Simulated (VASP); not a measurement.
Write the native input for VASP 6.6.1 that does the following.

* Task: relaxation of cell and atoms
* Functional: LDA
* Potentials or basis: VASP PAW LDA potentials, release 64 (Al, N)
* Cutoff: 600 eV
* k mesh: 10 × 10 × 10
* Occupations: gaussian, width 0.02 eV
* Spin: no spin polarisation
* Dipole correction: no
* Further INCAR settings: ALGO = Normal; EDIFF = 1e-07; IBRION = 2; EDIFFG = -0.005; NSW = 70; ISIF = 3

The structure of AlN lies in POSCAR:

```
AlN
1.0
    0.0000000000      2.2015870997      2.2015870997
    2.2015870997      0.0000000000      2.2015870997
    2.2015870997      2.2015870997      0.0000000000
Al N
1 1
Direct
    0.0000000000      0.0000000000      0.0000000000
    0.7500000000      0.7500000000      0.7500000000
```

The input as run:

INCAR

```
SYSTEM = AlN
  ALGO = Normal
  EDIFF = 1E-7
  EDIFFG = -0.005
  ENCUT = 600
  GGA = CA
  GGA_COMPAT = .False.
  IBRION = 2
  ISIF = 3
  ISMEAR = 0
  LASPH = .True.
  LCHARG = .False.
  LREAL = .False.
  LWAVE = .False.
  NELM = 120
  NELMIN = 4
  NSW = 70
  PREC = Accurate
  SIGMA = 0.02
```

KPOINTS

```
k-points
0
Gamma
  10 10 10
  0 0 0
```

Potentials or basis: VASP PAW LDA potentials, release 64 (Al, N).

The run is started by

```console
$ cat potpaw_LDA.64/Al/POTCAR potpaw_LDA.64/N/POTCAR > POTCAR
$ mpirun -np 1 vasp_std > vasp.out
```

It gave:

```json
{"Relaxed volume": "10.26 Å³/atom", "Relaxed cell": "a = 3.073 Å, b = 3.073 Å, c = 3.073 Å, α = 60.00°, β = 60.00°, γ = 60.00°", "Space group after relaxing (to 0.1 Å)": "F-43m (No. 216)", "Energy gained by relaxing": "10.2 meV/atom", "Ionic steps": "3", "Pressure after relaxing": "0.0 GPa", "Band gap on the k mesh": "3.23 eV (least direct gap 4.37 eV)"}
```

Wall time 9.8 s on 1 thread of Intel(R) Xeon(R) 6975P-C (Granite Rapids), with other jobs on the host, peak memory 0.14 GiB.
